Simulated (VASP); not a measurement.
Here is a VASP 6.6.1 calculation.

File INCAR:

```
PREC     = Accurate       # precision mode
ENCUT    = 500            # plane-wave cutoff, eV
EDIFF    = 1E-6           # SCF threshold, eV
ISMEAR   = 0              # smearing method
SIGMA    = 0.02           # smearing width, eV
LREAL    = False          # projectors in reciprocal space
LASPH    = True           # aspherical terms in the spheres
NELM     = 120            # most SCF steps
ALGO     = Normal         # electronic algorithm
ISIF     = 2              # what is computed and relaxed
LWAVE    = False          # write WAVECAR
LCHARG   = True           # write CHGCAR
GGA      = PE             # functional
LVHAR    = True         
NBANDS   = 72             # bands
GGA_COMPAT= False        
KPAR     = 4
```

File KPOINTS:

```
Automatic mesh
0
Gamma
  4 8 4
```

POSCAR

```
Sb2S3
1.0
   11.1369028925      0.0000000000      0.0000000000
    0.0000000000      3.8391396878      0.0000000000
    0.0000000000      0.0000000000     10.9175367312
Sb S
8 12
Direct
    0.4790332498      0.2500000000      0.3263066791
    0.0209667502      0.7500000000      0.8263066791
    0.9790332498      0.2500000000      0.1736933209
    0.5209667502      0.7500000000      0.6736933209
    0.3451492848      0.7500000000      0.0342817778
    0.1548507152      0.2500000000      0.5342817778
    0.8451492848      0.7500000000      0.4657182222
    0.6548507152      0.2500000000      0.9657182222
    0.2882413608      0.2500000000      0.1937986840
    0.2117586392      0.7500000000      0.6937986840
    0.7882413608      0.2500000000      0.3062013160
    0.7117586392      0.7500000000      0.8062013160
    0.5505945927      0.7500000000      0.1269995352
    0.9494054073      0.2500000000      0.6269995352
    0.0505945927      0.7500000000      0.3730004648
    0.4494054073      0.2500000000      0.8730004648
    0.3752371698      0.7500000000      0.4418329412
    0.1247628302      0.2500000000      0.9418329412
    0.8752371698      0.7500000000      0.0581670588
    0.6247628302      0.2500000000      0.5581670588
```

Potentials or basis: VASP PAW PBE potentials, release 64 (Sb, S).

Command:

```sh
$ cat potpaw_PBE.64/Sb/POTCAR potpaw_PBE.64/S/POTCAR > POTCAR
$ mpirun -np 4 vasp_std > vasp.out
```

Question: Predict the pressure.

Answer: 2.8 GPa.

Question: Predict the band gap on the k mesh.

Answer: 1.20 eV.

Question: Predict the largest force.

Answer: 0.015 eV/Å.

Forces in eV/Å, atoms in the order of the input:
```
Sb   0.007  0.000 -0.013
Sb  -0.007  0.000 -0.013
Sb   0.007  0.000  0.013
Sb  -0.007  0.000  0.013
Sb   0.007  0.000 -0.005
Sb  -0.007  0.000 -0.005
Sb   0.007  0.000  0.005
Sb  -0.007  0.000  0.005
S    0.001  0.000  0.002
S   -0.001  0.000  0.002
S    0.001  0.000 -0.002
S   -0.001  0.000 -0.002
S    0.007  0.000  0.003
S   -0.007  0.000  0.003
S    0.007  0.000 -0.003
S   -0.007  0.000 -0.003
S   -0.011  0.000  0.004
S    0.011  0.000  0.004
S   -0.011  0.000 -0.004
S    0.011  0.000 -0.004
```

Caveat: spin-orbit coupling is left out, which moves the levels of the heavy elements. A k mesh can miss the band edges.
